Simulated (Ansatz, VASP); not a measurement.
Si2W in VASP and in Ansatz

```
Si W
1.0
    -1.63868    1.63868    3.81910
     1.63868   -1.63868    3.81910
     1.63868    1.63868   -3.81910
Si W
2 1
Cartesian
  0.0000 0.0000 2.3128
  0.0000 0.0000 5.3254
  0.0000 0.0000 0.0000
```

Alike in both runs: task single point; functional PBE; k mesh 18 × 18 × 18; occupations gaussian, width 0.15 eV; no spin polarisation.

|  | VASP | Ansatz |
| --- | --- | --- |
| version | VASP 6.6.1 | Ansatz 0.2.0 |
| potentials or method | VASP PAW PBE potentials, release 64 (Si, W_sv), cutoff 520 eV | scalar-relativistic, plane waves, PAW |
| valence electrons in the cell | 22 | 22 |

```csv
,VASP,Ansatz,Ansatz less VASP
gap on the k mesh at the Fermi level (eV),none,none,-
pressure (GPa),10.0,10.0,+0.01
"traceless stress, the component that is largest in VASP (GPa)",28.32,28.31,-0.011
rms of the force components (eV/Å),2.352,2.354,+0.0022
```

Atom by atom the forces differ by 0.002 eV/Å (rms over components). A gap of «none» marks a metal or a gap that the smearing closes. With one functional, cell and mesh, what is left measures potentials, basis and numerics.

Spin-orbit coupling is off throughout.
